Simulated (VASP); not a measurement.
# GaP (Pm-3m) in VASP: notebook

GaP is run at these levels: PBE; tasks: single point, relaxation of cell and atoms.

Everything below comes from runs of VASP 6.6.1. Logs are shortened: lines on timing, memory, paths and dates and some standing lists are left out, and cuts for length are marked.

## Step 1: The cell of the first run

Symmetry: Pm-3m, No. 221, cubic system. The conventional cell has a = 3.223 Å, b = 3.223 Å, c = 3.223 Å, α = 90.00°, β = 90.00°, γ = 90.00°. Within 3.7 Å of Ga (site symmetry m-3m) lie 8 P at 2.79 Å and 6 Ga at 3.22 Å. Within 3.7 Å of P (site symmetry m-3m) lie 8 Ga at 2.79 Å and 6 P at 3.22 Å.

The cell was generated, and may not be a known phase.

## Step 2: Single point, PBE

The input, INCAR:

```
SYSTEM = GaP
  PREC = Accurate
  ENCUT = 520
  EDIFF = 1E-6
  ISMEAR = 0
  SIGMA = 0.1
  LREAL = .FALSE.
  LASPH = .TRUE.
  NELM = 80
  ALGO = Normal
  ISIF = 2
  LWAVE = .FALSE.
  LCHARG = .FALSE.
  GGA = PE
  NBANDS = 16
```

The input, KPOINTS:

```
Automatic mesh
0
G
  6 6 6
  0 0 0
```

The input, POSCAR:

```
GaP
1.0
    3.2234413370      0.0000000000      0.0000000000
    0.0000000000      3.2234413370      0.0000000000
    0.0000000000      0.0000000000      3.2234413370
Ga P
1 1
Direct
    0.5000000000      0.5000000000      0.5000000000
    0.0000000000      0.0000000000      0.0000000000
```

Potentials or basis: VASP PAW PBE potentials, release 64 (Ga_d, P).

Launch:

```console
$ cat potpaw_PBE.64/Ga_d/POTCAR potpaw_PBE.64/P/POTCAR > POTCAR
$ mpirun -np 1 vasp_std > vasp.out
```

OUTCAR:

```text
SYSTEM = GaP
   PREC = Accurate
   ENCUT = 520
   EDIFF = 1E-6
   ISMEAR = 0
   LREAL = .FALSE.
   LASPH = .TRUE.
   NELM = 80
   ISIF = 2
   GGA = PE

 ion  position               nearest neighbor table
   1  0.500  0.500  0.500-   2 2.79   2 2.79   2 2.79   2 2.79   2 2.79   2 2.79   2 2.79   2 2.79

   2  0.000  0.000  0.000-   1 2.79   1 2.79   1 2.79   1 2.79   1 2.79   1 2.79   1 2.79   1 2.79

  LATTYP: Found a simple cubic cell.
 ALAT       =     3.2234413370

  Lattice vectors:

 A1 = (   3.2234413370,   0.0000000000,   0.0000000000)
 A2 = (   0.0000000000,   3.2234413370,   0.0000000000)
 A3 = (   0.0000000000,   0.0000000000,   3.2234413370)

Analysis of symmetry for initial positions (statically):
=====================================================================
 Subroutine PRICEL returns:
 Original cell was already a primitive cell.

 Routine SETGRP: Setting up the symmetry group for a
 simple cubic supercell.

 Subroutine GETGRP returns: Found 48 space group operations
 (whereof 48 operations were pure point group operations)
 out of a pool of 48 trial point group operations.

The static configuration has the point symmetry O_h .

Analysis of symmetry for dynamics (positions and initial velocities):
=====================================================================
 Subroutine PRICEL returns:
 Original cell was already a primitive cell.

 Routine SETGRP: Setting up the symmetry group for a
 simple cubic supercell.

 Subroutine GETGRP returns: Found 48 space group operations
 (whereof 48 operations were pure point group operations)
 out of a pool of 48 trial point group operations.

The dynamic configuration has the point symmetry O_h .

 Subroutine INISYM returns: Found 48 space group operations
 (whereof 48 operations are pure point group operations),
 and found     1 'primitive' translations

----------------------------------------------------------------------------------------

                                     Primitive cell

  volume of cell :      33.4934

  direct lattice vectors                    reciprocal lattice vectors
     3.223441337  0.000000000  0.000000000     0.310227454  0.000000000  0.000000000
     0.000000000  3.223441337  0.000000000     0.000000000  0.310227454  0.000000000
     0.000000000  0.000000000  3.223441337     0.000000000  0.000000000  0.310227454

  length of vectors
     3.223441337  3.223441337  3.223441337     0.310227454  0.310227454  0.310227454

  position of ions in fractional coordinates (direct lattice)
     0.500000000  0.500000000  0.500000000
     0.000000000  0.000000000  0.000000000

  ion indices of the primitive-cell ions
   primitive index   ion index
                 1           1
                 2           2

----------------------------------------------------------------------------------------

 KPOINTS: Automatic mesh

Automatic generation of k-mesh.
 Grid dimensions read from file:
 generate k-points for:    6    6    6

 Generating k-lattice:

  Cartesian coordinates                     Fractional coordinates (reciprocal lattice)
     0.051704576  0.000000000  0.000000000     0.166666667  0.000000000  0.000000000
     0.000000000  0.051704576  0.000000000     0.000000000  0.166666667  0.000000000
     0.000000000  0.000000000  0.051704576     0.000000000  0.000000000  0.166666667

  Length of vectors
     0.051704576  0.051704576  0.051704576

  Shift w.r.t. Gamma in fractional coordinates (k-lattice)
     0.000000000  0.000000000  0.000000000

 Subroutine IBZKPT returns following result:
 ===========================================

 Found     20 irreducible k-points:

 Following reciprocal coordinates:
            Coordinates               Weight
  0.000000  0.000000  0.000000      1.000000
  0.166667  0.000000  0.000000      6.000000
  0.333333  0.000000  0.000000      6.000000
  0.500000  0.000000  0.000000      3.000000
  0.166667  0.166667  0.000000     12.000000
  0.333333  0.166667  0.000000     24.000000
[... 12 lines left out ...]
  0.500000  0.500000  0.333333      6.000000
  0.500000  0.500000  0.500000      1.000000
   k-points           NKPTS =     20   k-points in BZ     NKDIM =     20   number of bands    NBANDS=     16
   number of dos      NEDOS =    301   number of ions     NIONS =      2
   total plane-waves  NPLWV =  13824
   dimension x,y,z NGX =    24 NGY =   24 NGZ =   24
   dimension x,y,z NGXF=    48 NGYF=   48 NGZF=   48
   ions per type =               1   1
   NGX,Y,Z   is equivalent  to a cutoff of  12.38, 12.38, 12.38 a.u.
   NGXF,Y,Z  is equivalent  to a cutoff of  24.76, 24.76, 24.76 a.u.
 SYSTEM =  GaP
   PREC   = accura    normal or accurate (medium, high low for compatibility)
   ISTART =      0    job   : 0-new  1-cont  2-samecut
   ICHARG =      2    charge: 1-file 2-atom 10-const
   ISPIN  =      1    spin polarized calculation?
   LNONCOLLINEAR =      F non collinear calculations
   LSORBIT =      F    spin-orbit coupling
   LASPH  =      T    aspherical Exc in radial PAW
   ENCUT  =  520.0 eV  38.22 Ry    6.18 a.u.   5.99  5.99  5.99*2*pi/ulx,y,z
   NELM   =     80;   NELMIN=  2; NELMDL= -5     # of ELM steps
   EDIFF  = 0.1E-05   stopping-criterion for ELM
   LREAL  =      F    real-space projection
   EDIFFG = 0.1E-04   stopping-criterion for IOM
   NSW    =      0    number of steps for IOM
   IBRION =     -1    ionic relax: 0-MD 1-quasi-New 2-CG
   NFREE  =      0    steps in history (QN), initial steepest desc. (CG)
   ISIF   =      2    stress and relaxation
   ISYM   =      2    0-nonsym 1-usesym 2-fastsym
   POTIM  = 0.5000    time-step for ionic-motion
   TEBEG  =    0.0;   TEEND  =   0.0 temperature during run
   PSTRESS=    0.0 pullay stress
   NELECT =      18.0000    total number of electrons
   NUPDOWN=      -1.0000    fix difference up-down
   EMIN   =  10.00;   EMAX   =-10.00  energy-range for DOS
   EFERMI =   0.00;   METHOD = LEGACY
   ISMEAR =     0;   SIGMA  =   0.10  broadening in eV -4-tet -1-fermi 0-gaus
   EFERMI_NEDOS =   21; number of points for ismear=-14 and -15
   IALGO  =     38    algorithm
   IMIX   =      4    mixing-type and parameters
     AMIX     =   0.40;   BMIX     =  1.00
     AMIX_MAG =   1.60;   BMIX_MAG =  1.00
  volume/ion in A,a.u.               =      16.75       113.01
  Fermi-wavevector in a.u.,A,eV,Ry     =   1.331004  2.515232 24.103681  1.771571
  Thomas-Fermi vector in A             =   2.460048
   LORBIT       =      0    0 simple, 1 ext, 2 COOP (PROOUT), +10 PAW based schemes
   GGA     = PE    functional components
   LHFCALC =     F    Hartree Fock is set to
   AEXX    =    0.0000 exact exchange contribution
   IVDW    =     0    specifies the selected vdW correction
   LEPSILON=     F    determine dielectric tensor
   LRPA    =     F    only Hartree local field effects (RPA)
 non-spin polarized calculation
 Gauss-broadening in eV      SIGMA  =   0.10
  energy-cutoff  :      520.00
  volume of cell :       33.49
 maximum number of plane-waves:       922
 NGX is ok and might be reduce to    24
   NGX = 11   NGY = 11   NGZ = 11

 number of electron      18.0000007 magnetization

 Free energy of the ion-electron system (eV)
  ---------------------------------------------------
  ext. energy  EPLUGINS =         0.00000000
  ---------------------------------------------------
  free energy    TOTEN  =        -7.62354610 eV

  energy without entropy =       -7.61163904  energy(sigma->0) =       -7.61759257

 E-fermi :   6.9669     XC(G=0): -11.2258

 val. band max:        6.8695792359   @ k =   0.3333   0.3333   0.1667
 cond. band min:       6.9689270834   @ k =   0.1667   0.1667   0.0000
 fundamental gap:      0.0993478475
 Fermi energy:         6.9668786684

 k-point     1 :       0.0000    0.0000    0.0000
  band No.  band energies     occupation
      1      -7.7058      2.00000
      2      -7.7058      2.00000
      3      -7.5658      2.00000
      4      -7.5658      2.00000
      5      -7.5658      2.00000
      6      -6.5133      2.00000
[... 8 lines left out ...]
     15      17.6007      0.00000
     16      20.9328      0.00000

 k-point     2 :       0.1667    0.0000    0.0000
  band No.  band energies     occupation
      1      -7.7021      2.00000
      2      -7.6785      2.00000
      3      -7.5800      2.00000
      4      -7.5800      2.00000
      5      -7.5643      2.00000
      6      -6.1539      2.00000
[... 8 lines left out ...]
     15      16.4701      0.00000
     16      21.1360      0.00000

 k-point     3 :       0.3333    0.0000    0.0000
  band No.  band energies     occupation
      1      -7.6948      2.00000
      2      -7.6270      2.00000
      3      -7.6081      2.00000
      4      -7.6081      2.00000
      5      -7.5612      2.00000
      6      -5.1355      2.00000
[... 8 lines left out ...]
     15      18.2887      0.00000
     16      19.2634      0.00000

 k-point     4 :       0.5000    0.0000    0.0000
  band No.  band energies     occupation
      1      -7.6912      2.00000
      2      -7.6220      2.00000
      3      -7.6220      2.00000
      4      -7.6021      2.00000
      5      -7.5597      2.00000
      6      -4.1713      2.00000
[... 8 lines left out ...]
     15      16.7290      0.00000
     16      21.9167      0.00000
[... 248 lines left out ...]
 k-point    18 :       0.5000    0.3333    0.3333
  band No.  band energies     occupation
      1      -7.7135      2.00000
      2      -7.6832      2.00000
      3      -7.6609      2.00000
      4      -7.5513      2.00000
      5      -7.5195      2.00000
      6      -1.7903      2.00000
[... 8 lines left out ...]
     15      21.4492      0.00000
     16      22.7373      0.00000

 k-point    19 :       0.5000    0.5000    0.3333
  band No.  band energies     occupation
      1      -7.7253      2.00000
      2      -7.6813      2.00000
      3      -7.6813      2.00000
      4      -7.5348      2.00000
      5      -7.5003      2.00000
      6      -1.2469      2.00000
[... 8 lines left out ...]
     15      24.2324      0.00000
     16      24.2324      0.00000

 k-point    20 :       0.5000    0.5000    0.5000
  band No.  band energies     occupation
      1      -7.7048      2.00000
      2      -7.7048      2.00000
      3      -7.7048      2.00000
      4      -7.4997      2.00000
      5      -7.4997      2.00000
      6      -0.8537      2.00000
[... 8 lines left out ...]
     15      25.8760      0.00000
     16      27.1871      0.00000

------------------------ aborting loop because EDIFF is reached ----------------------------------------

  FORCE on cell =-STRESS in cart. coord.  units (eV):
  Direction    XX          YY          ZZ          XY          YZ          ZX
  --------------------------------------------------------------------------------------
  -------------------------------------------------------------------------------------
  Total        0.0055945      0.0055945      0.0055945      0.0000000     -0.0000000     -0.0000000
  in kB        0.2676173      0.2676173      0.2676173      0.0000000     -0.0000000     -0.0000000
  external PRESSURE =       0.2676173 kB  Pullay stress =       0.0000000 kB

 VOLUME and BASIS-vectors are now :
 -----------------------------------------------------------------------------
  energy-cutoff  :      520.00
  volume of cell :       33.49
      direct lattice vectors                 reciprocal lattice vectors
     3.223441337  0.000000000  0.000000000     0.310227454  0.000000000  0.000000000
     0.000000000  3.223441337  0.000000000     0.000000000  0.310227454  0.000000000
     0.000000000  0.000000000  3.223441337     0.000000000  0.000000000  0.310227454

 POSITION                                       TOTAL-FORCE (eV/Angst)
 -----------------------------------------------------------------------------------
      1.61172      1.61172      1.61172         0.000000      0.000000      0.000000
      0.00000      0.00000      0.00000         0.000000      0.000000      0.000000
 -----------------------------------------------------------------------------------
    total drift:                                0.000000      0.000000     -0.000000

  FREE ENERGIE OF THE ION-ELECTRON SYSTEM (eV)
  ---------------------------------------------------
  free  energy   TOTEN  =        -7.6235461044 eV

  energy  without entropy=       -7.6116390410  energy(sigma->0) =       -7.61759257
```

It took 9.6 s on 1 thread of AMD EPYC 7R13, shared host; peak memory 0.11 GiB.

What came out:

```
Free energy            : -7.6235 eV
Pressure               : 0.0 GPa
Band gap on the k mesh : zero (bands 9 and 10 overlap by 2.96 eV)
```

Levels at points of the mesh, in eV from the Fermi level:
```
           k point  band 7  band 8  band 9  band 10  band 11  band 12
(0.00, 0.00, 0.00)   -1.03   -0.65   -0.65    -0.65     4.56     4.56
(0.50, 0.00, 0.00)   -8.48    1.28    1.28     3.54     3.92     5.05
(0.50, 0.50, 0.00)   -5.41   -5.41   -4.55     2.11     7.66     7.66
(0.50, 0.50, 0.50)   -2.70   -2.70   -2.70    -1.41    -0.54    -0.54
```

(Part 1 of 3 ends here.)

The gap in the log of VASP goes by the Fermi energy; the results here count the filled bands.